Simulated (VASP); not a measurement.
Input of a VASP 6.6.1 run:

File INCAR:

```
SYSTEM = AlN
  PREC = Accurate
  ENCUT = 520
  EDIFF = 1E-7
  ISMEAR = 0
  SIGMA = 0.01
  LREAL = .False.
  LASPH = .True.
  NELM = 80
  ALGO = Normal
  ISIF = 2
  LWAVE = .False.
  LCHARG = .False.
  GGA = CA
  NBANDS = 16
```

KPOINTS

```
Automatic mesh
0
Gamma
  6 6 4
  0 0 0
```

POSCAR

```
AlN
1.0
    3.1130000000      0.0000000000      0.0000000000
   -1.5565000000      2.6959370800      0.0000000000
    0.0000000000      0.0000000000      4.9810000000
Al N
2 2
Direct
    0.3333333340      0.6666666679      0.0000000000
    0.6666666660      0.3333333321      0.5000000000
    0.3333333340      0.6666666679      0.3800000000
    0.6666666660      0.3333333321      0.8800000000
```

Potentials or basis: VASP PAW LDA potentials, release 64 (Al, N).

Run with:

```console
$ cat potpaw_LDA.64/Al/POTCAR potpaw_LDA.64/N/POTCAR > POTCAR
$ mpirun -np 1 vasp_std > vasp.out
```

Estimate the band gap on the k mesh.

4.25 eV, direct.

What does it give for the largest force?

0.120 eV/Å.

Forces in eV/Å, atoms in the order of the input:
```
Al   0.000  0.000 -0.120
Al   0.000  0.000 -0.120
N    0.000  0.000  0.120
N    0.000  0.000  0.120
```

Expect the measured gap to be larger: semilocal functionals such as LDA lack the derivative discontinuity.
